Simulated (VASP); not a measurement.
Input of a VASP 6.6.1 run:

INCAR

```
SYSTEM = CdSe
PREC     = Accurate       ! precision mode
ENCUT    = 520            ! plane-wave cutoff, eV
EDIFF    = 1E-6           ! SCF threshold, eV
ISMEAR   = -1             ! smearing method
SIGMA    = 0.01           ! smearing width, eV
LREAL    = .False.        ! projectors in reciprocal space
LASPH    = .True.         ! aspherical terms in the spheres
NELM     = 150            ! most SCF steps
ALGO     = Normal         ! electronic algorithm
ISIF     = 2              ! what is computed and relaxed
LWAVE    = .False.        ! write WAVECAR
LCHARG   = .False.        ! write CHGCAR
MAGMOM   = 0 0 0 0 0 0    ! initial moments
LORBIT   = 11             ! projections on sites
LSORBIT  = .True.         ! spin-orbit coupling
GGA_COMPAT= .False.      
LORBMOM  = .True.       
GGA      = PS             ! functional
NBANDS   = 30             ! bands
```

KPOINTS

```
Automatic mesh
0
Gamma
  6 6 6
  0 0 0
```

Contents of POSCAR:

```
CdSe
1.0
    3.0850073334      3.0850073334      0.0000000000
   -3.0850073334      3.0850073334      0.0000000000
    0.0000000000      3.0850073334      3.0850073334
Cd Se
1 1
Direct
    0.0000000000      0.0000000000      0.0000000000
    0.7500000000      0.2500000000      0.5000000000
```

Potentials or basis: VASP PAW PBE potentials, release 64 (Cd, Se).

The run is started by

```sh
$ cat potpaw_PBE.64/Cd/POTCAR potpaw_PBE.64/Se/POTCAR > POTCAR
$ mpirun -np 1 vasp_ncl > vasp.out
```

(1) Predict the net moment.

(2) Predict the pressure.

Answers

(1) 0.00 μB per cell.

(2) -1.8 GPa.

Caveat: the PAW data sets were made with another functional, which shifts forces and pressure a little.
